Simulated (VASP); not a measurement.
CsBr, 2 atoms in the cell. Symmetry: Pm-3m, No. 221, cubic system. Conventional cell: a = 4.357 Å, b = 4.357 Å, c = 4.357 Å, α = 90.00°, β = 90.00°, γ = 90.00°. Cs (site symmetry m-3m) has 8 Br at 3.77 Å and 6 Cs at 4.36 Å within 5.0 Å. Within 5.0 Å of Br (site symmetry m-3m) lie 8 Cs at 3.77 Å and 6 Br at 4.36 Å. 

- Program: VASP 6.6.1
- Task: single point
- Functional: HSE06
- Potentials or basis: VASP PAW PBE potentials, release 64 (Cs_sv, Br)
- Cutoff: 400 eV
- k mesh: 4 × 4 × 4
- Occupations: fermi-dirac, width 0.02 eV
- Spin: no spin polarisation
- Dipole correction: no
- Grid for exact exchange (PRECFOCK): Normal
- Further INCAR settings: ALGO = Normal; EDIFF = 1e-06; NBANDS = 15
- Share of exact exchange: 0.25
- Screening parameter: 0.2079 1/Å

Potentials or basis: VASP PAW PBE potentials, release 64 (Cs_sv, Br).

The run is started by

```console
$ cat potpaw_PBE.64/Cs_sv/POTCAR potpaw_PBE.64/Br/POTCAR > POTCAR
$ cp INCAR.step1 INCAR
$ mpirun -np 1 vasp_std > vasp.out
$ cp INCAR.step2 INCAR
$ mpirun -np 1 vasp_std > vasp.out
```

Hardware: 1 thread of Intel(R) Xeon(R) 6975P-C (Granite Rapids), with other jobs on the host.

Q: Estimate the wall time of this run.

A: Run time: 3.1 min on 1 thread of Intel(R) Xeon(R) 6975P-C (Granite Rapids), on a shared host, peak memory 0.26 GiB. Counts: k points 10.
